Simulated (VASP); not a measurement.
The system is Sb3S.

```
Sb S
1.0
     4.67648    0.00000    0.00000
     0.00000    4.67648    0.00000
     0.00000    0.00000    4.67648
Sb S
3 1
Cartesian
  0.0000 2.3382 2.3382
  2.3382 0.0000 2.3382
  2.3382 2.3382 0.0000
  0.0000 0.0000 0.0000
```

```yaml
Program: VASP 6.6.1
Task: relaxation of cell and atoms
Functional: PBE
Potentials_or_basis: VASP PAW PBE potentials, release 64 (Sb, S)
Cutoff: 600 eV
k_mesh: 10 × 10 × 10
Occupations: gaussian, width 0.1 eV
Spin: no spin polarisation
```

At the start: pressure -2.2 GPa; volume 25.57 Å³/atom.

**Question.** Where does the relaxation end?

**Answer.** Over 3 steps the energy falls by 7.3 meV/atom and the volume is 24.57 Å³/atom (-3.9 %); space group Pm-3m (No. 221, to 0.05 Å).

Step by step:
```tsv
step	energy change (eV)	largest force (eV/Å)	pressure (GPa)	volume (Å³)
1	0.0000	0.0000	-2.25	102.27
2	-0.0261	0.0000	0.80	97.05
3	-0.0292	0.0000	0.01	98.27
```

Final structure:
```cif
data_structure
_symmetry_space_group_name_H-M 'P 1'
_symmetry_Int_Tables_number 1
_cell_length_a 4.6147
_cell_length_b 4.6147
_cell_length_c 4.6147
_cell_angle_alpha 90.000
_cell_angle_beta 90.000
_cell_angle_gamma 90.000
_cell_volume 98.27
loop_
_atom_site_label
_atom_site_type_symbol
_atom_site_fract_x
_atom_site_fract_y
_atom_site_fract_z
_atom_site_occupancy
Sb1 Sb 0.00000 0.50000 0.50000 1
Sb2 Sb 0.50000 0.00000 0.50000 1
Sb3 Sb 0.50000 0.50000 0.00000 1
S1 S 0.00000 0.00000 0.00000 1
```
